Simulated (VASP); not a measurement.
Cr, 2 atoms in the cell. The structure is cubic, space group Im-3m (No. 229). Conventional cell: a = 3.137 Å, b = 3.137 Å, c = 3.137 Å, α = 90.00°, β = 90.00°, γ = 90.00°. Within 3.6 Å of Cr (site symmetry m-3m) lie 14 Cr at 2.72 to 3.14 Å. 

```yaml
Program: VASP 6.6.1
Task: single point
Functional: PBE
Potentials_or_basis: VASP PAW PBE potentials, release 64 (Cr_pv)
Cutoff: 520 eV
k_mesh: 11 × 11 × 11
Occupations: fermi-dirac, width 0.05 eV
Spin: no spin polarisation
Dipole_correction: no
Further_INCAR_settings: ALGO = Normal; EDIFF = 1e-06; NBANDS = 19
```

Potentials or basis: VASP PAW PBE potentials, release 64 (Cr_pv).

Run with:

```console
$ cat potpaw_PBE.64/Cr_pv/POTCAR > POTCAR
$ mpirun -np 1 vasp_std > vasp.out
```

Hardware: 1 thread of Intel(R) Xeon(R) Platinum 8259CL CPU @ 2.50GHz (Skylake/Cascade Lake) (shared host).

Q: Estimate the wall time of this run.

A: It took 26 s on 1 thread of Intel(R) Xeon(R) Platinum 8259CL CPU @ 2.50GHz (Skylake/Cascade Lake), with other jobs on the host, peak memory 0.15 GiB. Counts: scf iterations 13, k points 56.
